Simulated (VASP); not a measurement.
# TaN in VASP: notebook, part 2 of 2

VASP 6.6.1. Earlier steps stand in the parts before.

### 5 Single point, PBE (volume scaled by 0.9405)

The input, INCAR:

```
SYSTEM = TaN
PREC = Accurate
ENCUT = 600
EDIFF = 1E-6
ISMEAR = -1
SIGMA = 0.02
LREAL = .FALSE.
LASPH = .TRUE.
NELM = 120
ALGO = Normal
ISIF = 2
LWAVE = .FALSE.
LCHARG = .FALSE.
GGA = PE
NBANDS = 15
GGA_COMPAT = .FALSE.
```

The input, KPOINTS:

```
Automatic mesh
0
G
  9 9 9
  0 0 0
```

The input, POSCAR:

```
TaN
1.0
    0.0000000000      2.1348965245      2.1348965245
    2.1348965245      0.0000000000      2.1348965245
    2.1348965245      2.1348965245      0.0000000000
Ta N
1 1
Direct
    0.5000000000      0.5000000000      0.5000000000
    0.0000000000      0.0000000000      0.0000000000
```

Potentials or basis: VASP PAW PBE potentials, release 64 (Ta_pv, N).

Launch:

```console
cat potpaw_PBE.64/Ta_pv/POTCAR potpaw_PBE.64/N/POTCAR > POTCAR
mpirun -np 1 vasp_std > vasp.out
```

OUTCAR:

```text
SYSTEM = TaN
   PREC = Accurate
   ENCUT = 600
   EDIFF = 1E-6
   ISMEAR = -1
   LREAL = .FALSE.
   LASPH = .TRUE.
   NELM = 120
   ISIF = 2
   GGA = PE

 ion  position               nearest neighbor table
   1  0.500  0.500  0.500-   2 2.13   2 2.13   2 2.13   2 2.13   2 2.13   2 2.13
   2  0.000  0.000  0.000-   1 2.13   1 2.13   1 2.13   1 2.13   1 2.13   1 2.13

  LATTYP: Found a face centered cubic cell.
 ALAT       =     4.2697930490

  Lattice vectors:

 A1 = (   0.0000000000,   2.1348965245,   2.1348965245)
 A2 = (   2.1348965245,   0.0000000000,   2.1348965245)
 A3 = (   2.1348965245,   2.1348965245,   0.0000000000)

Analysis of symmetry for initial positions (statically):
=====================================================================
 Subroutine PRICEL returns:
 Original cell was already a primitive cell.

 Routine SETGRP: Setting up the symmetry group for a
 face centered cubic supercell.

 Subroutine GETGRP returns: Found 48 space group operations
 (whereof 48 operations were pure point group operations)
 out of a pool of 48 trial point group operations.

The static configuration has the point symmetry O_h .

Analysis of symmetry for dynamics (positions and initial velocities):
=====================================================================
 Subroutine PRICEL returns:
 Original cell was already a primitive cell.

 Routine SETGRP: Setting up the symmetry group for a
 face centered cubic supercell.

 Subroutine GETGRP returns: Found 48 space group operations
 (whereof 48 operations were pure point group operations)
 out of a pool of 48 trial point group operations.

The dynamic configuration has the point symmetry O_h .

 Subroutine INISYM returns: Found 48 space group operations
 (whereof 48 operations are pure point group operations),
 and found     1 'primitive' translations

----------------------------------------------------------------------------------------
[... 116 lines left out ...]
  Thomas-Fermi vector in A             =   2.640693
   LORBIT       =      0    0 simple, 1 ext, 2 COOP (PROOUT), +10 PAW based schemes
   GGA     = PE    functional components
   LHFCALC =     F    Hartree Fock is set to
   AEXX    =    0.0000 exact exchange contribution
   IVDW    =     0    specifies the selected vdW correction
   LEPSILON=     F    determine dielectric tensor
   LRPA    =     F    only Hartree local field effects (RPA)
 non-spin polarized calculation
  energy-cutoff  :      600.00
  volume of cell :       19.46
 maximum number of plane-waves:       658
   NGX = 13   NGY = 13   NGZ = 13

 number of electron      15.9999998 magnetization

 Free energy of the ion-electron system (eV)
  ---------------------------------------------------
  ext. energy  EPLUGINS =         0.00000000
  ---------------------------------------------------
  free energy    TOTEN  =       -21.56758664 eV

  energy without entropy =      -21.56662529  energy(sigma->0) =      -21.56710597

 E-fermi :  10.4732     XC(G=0): -13.9368

 val. band max:       10.3485290338   @ k =  -0.4444   0.2222   0.1111
 cond. band min:      10.4953321627   @ k =  -0.2222   0.2222   0.0000
 fundamental gap:      0.1468031289
 Fermi energy:        10.4732182585

 k-point     1 :       0.0000    0.0000    0.0000
  band No.  band energies     occupation
      1     -25.0272      2.00000
      2     -25.0272      2.00000
      3     -25.0272      2.00000
      4      -9.0257      2.00000
      5       6.4951      2.00000
      6       6.4951      2.00000
      7       6.4951      2.00000
      8       8.2119      2.00000
      9       8.2119      2.00000
     10       8.2119      2.00000
     11      10.6613      0.00017
     12      10.6613      0.00017
     13      12.9032      0.00000
     14      20.0156      0.00000
[... 401 lines left out ...]
      2     -25.4042      2.00000
      3     -25.4042      2.00000
      4      -7.7076      2.00000
      5       3.4960      2.00000
      6       4.5499      2.00000
      7       5.6967      2.00000
      8       5.6967      2.00000
      9      12.9094      0.00000
     10      14.5952      0.00000
     11      14.5952      0.00000
     12      15.9404      0.00000
     13      18.8067      0.00000
     14      20.5136      0.00000
     15      23.1538      0.00000

 [... further k-points ...]
[... 5 lines left out ...]
  --------------------------------------------------------------------------------------
  -------------------------------------------------------------------------------------
  Total        5.2416782      5.2416782      5.2416782      0.0000000      0.0000000      0.0000000
  in kB      431.5393956    431.5393956    431.5393956      0.0000000      0.0000000      0.0000000
  external PRESSURE =     431.5393956 kB  Pullay stress =       0.0000000 kB

 VOLUME and BASIS-vectors are now :
 -----------------------------------------------------------------------------
  energy-cutoff  :      600.00
  volume of cell :       19.46
      direct lattice vectors                 reciprocal lattice vectors
     0.000000000  2.134896524  2.134896524    -0.234203388  0.234203388  0.234203388
     2.134896524  0.000000000  2.134896524     0.234203388 -0.234203388  0.234203388
     2.134896524  2.134896524  0.000000000     0.234203388  0.234203388 -0.234203388

 POSITION                                       TOTAL-FORCE (eV/Angst)
 -----------------------------------------------------------------------------------
      2.13490      2.13490      2.13490         0.000000      0.000000     -0.000000
      0.00000      0.00000      0.00000        -0.000000     -0.000000      0.000000
 -----------------------------------------------------------------------------------
    total drift:                                0.000000     -0.000000     -0.000000

  FREE ENERGIE OF THE ION-ELECTRON SYSTEM (eV)
  ---------------------------------------------------
  free  energy   TOTEN  =       -21.5675866424 eV

  energy  without entropy=      -21.5666252899  energy(sigma->0) =      -21.56710597
```

OSZICAR:

```text
N       E                     dE             d eps       ncg     rms          rms(c)
DAV:   1     0.975340984813E+02    0.97534E+02   -0.95645E+03  1050   0.128E+03
DAV:   2    -0.215923289851E+02   -0.11913E+03   -0.11226E+03  1260   0.336E+02
DAV:   3    -0.245932460562E+02   -0.30009E+01   -0.29818E+01  1232   0.507E+01
DAV:   4    -0.246049738300E+02   -0.11728E-01   -0.11723E-01  1288   0.326E+00
DAV:   5    -0.246050411131E+02   -0.67283E-04   -0.67282E-04  1253   0.231E-01    0.290E+01
DAV:   6    -0.216246975979E+02    0.29803E+01   -0.53207E+00  1283   0.277E+01    0.122E+01
DAV:   7    -0.215981651584E+02    0.26532E-01   -0.56112E-01  1239   0.612E+00    0.827E+00
DAV:   8    -0.215759554626E+02    0.22210E-01   -0.12059E-01  1148   0.293E+00    0.219E+00
DAV:   9    -0.215677339149E+02    0.82215E-02   -0.21275E-02  1127   0.126E+00    0.390E-01
DAV:  10    -0.215676547969E+02    0.79118E-04   -0.13058E-03  1218   0.422E-01    0.108E-01
DAV:  11    -0.215675889234E+02    0.65874E-04   -0.13328E-04  1183   0.134E-01    0.422E-02
DAV:  12    -0.215675873528E+02    0.15706E-05   -0.11173E-05  1148   0.331E-02    0.922E-03
DAV:  13    -0.215675866424E+02    0.71037E-06   -0.92720E-07   616   0.797E-03
   1 F= -.21567587E+02 E0= -.21567106E+02  d E =-.961353E-03
```

stdout:

```text
POSCAR found type information on POSCAR TaN
 POSCAR found :  2 types and       2 ions
 scaLAPACK will be used
 LDA part: xc-table for (Slater+PW92), standard interpolation
 POSCAR, INCAR and KPOINTS ok, starting setup
 FFT: planning ... GRIDC
 FFT: planning ... GRID_SOFT
 FFT: planning ... GRID
 WAVECAR not read
 entering main loop
```

Wall time 15 s (1 thread of Intel Xeon 8259CL, shared host); peak memory 0.15 GiB.

What came out:

```yaml
Free_energy: -21.5676 eV
Pressure: 43.2 GPa
Band_gap_on_the_k_mesh: zero (band 8 reaches 12.35 eV, above the bottom of band 9 at 8.21 eV)
```

Levels at points of the mesh, in eV from the Fermi level:
| k point | band 6 | band 7 | band 8 | band 9 | band 10 | band 11 |
| --- | --- | --- | --- | --- | --- | --- |
| (0.00, 0.00, 0.00) | -3.98 | -3.98 | -2.26 | -2.26 | -2.26 | 0.19 |

Caveat: spin-orbit coupling is left out, which moves the levels of the heavy elements.

### 6 Summary

| cell | gap on the mesh (eV) | pressure (GPa) |
| --- | --- | --- |
| a = 3.036, b = 3.036, c = 3.082 Å, angles 59.5, 59.5, 61.0°, 2 atoms | none | 29.2 |
| a = 3.066, b = 3.066, c = 3.082 Å, angles 59.8, 59.8, 60.3°, 2 atoms | none | 19.5 |
| a = 3.113, b = 3.113, c = 3.082 Å, angles 60.3, 60.3, 59.3°, 2 atoms | none | 8.1 |
| a = 3.019 Å, angles 60.0°, 2 atoms | none | 43.2 |

Alike in all rows: task single point; level PBE; potentials or basis VASP PAW PBE potentials, release 64 (Ta_pv, N); no spin polarisation; k mesh 9 × 9 × 9; cutoff (eV) 600; smearing fermi-dirac 0.02 eV.

Caveats: spin-orbit coupling is left out, which moves the levels of the heavy elements.

Total energies depend on the potentials used, so only differences within one code and one set of settings carry meaning.
